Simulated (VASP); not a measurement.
Wanted: the native input for a VASP 6.6.1 run.

```
Task                   : single point
Functional             : PBEsol
Potentials or basis    : VASP PAW PBE potentials, release 64 (Cu)
Cutoff                 : 520 eV
k mesh                 : 22 × 22 × 22
Occupations            : gaussian, width 0.15 eV
Spin                   : no spin polarisation
Dipole correction      : no
Further INCAR settings : ALGO = Fast; EDIFF = 1e-06; NBANDS = 12
```

The structure of Cu lies in POSCAR:

```
Cu
1.0
    0.0000000000      1.9598064388      1.7816422171
    1.6034779954      0.0000000000      1.7816422171
    1.6034779954      1.9598064388      0.0000000000
Cu
1
Direct
    0.0000000000      0.0000000000      0.0000000000
```

This cell differs from its parent crystal: engineering shear strain xy +0.0000, strain +e along x and -e along y -0.1000.

These files were run (other wordings do the same):

INCAR

```
SYSTEM = Cu
PREC = Accurate ; ENCUT = 520
EDIFF = 1E-6 ; ISMEAR = 0
SIGMA = 0.15 ; LREAL = .FALSE.
LASPH = .TRUE. ; NELM = 80
ALGO = Fast ; ISIF = 2
LWAVE = .FALSE. ; LCHARG = .FALSE.
GGA = PS ; NBANDS = 12
```

KPOINTS

```
Automatic mesh
0
G
  22 22 22
  0 0 0
```

Potentials or basis: VASP PAW PBE potentials, release 64 (Cu).

Launch:

```console
$ cat potpaw_PBE.64/Cu/POTCAR > POTCAR
$ mpirun -np 1 vasp_std > vasp.out
```

It gave:

```
Pressure               : 3.9 GPa
Band gap on the k mesh : zero (an odd number of electrons rules out a gap without spin polarisation)
```

Caveat: the cell differs from its parent crystal (engineering shear strain xy +0.0000, strain +e along x and -e along y -0.1000); the stress differs along the axes, from -5 to 9 GPa; the PAW data sets were made with another functional, which shifts forces and pressure a little.

Wall time 2.3 min on 1 thread of AMD EPYC 9R45 96-Core Processor (Zen 5), with other jobs on the host, peak memory 0.27 GiB.
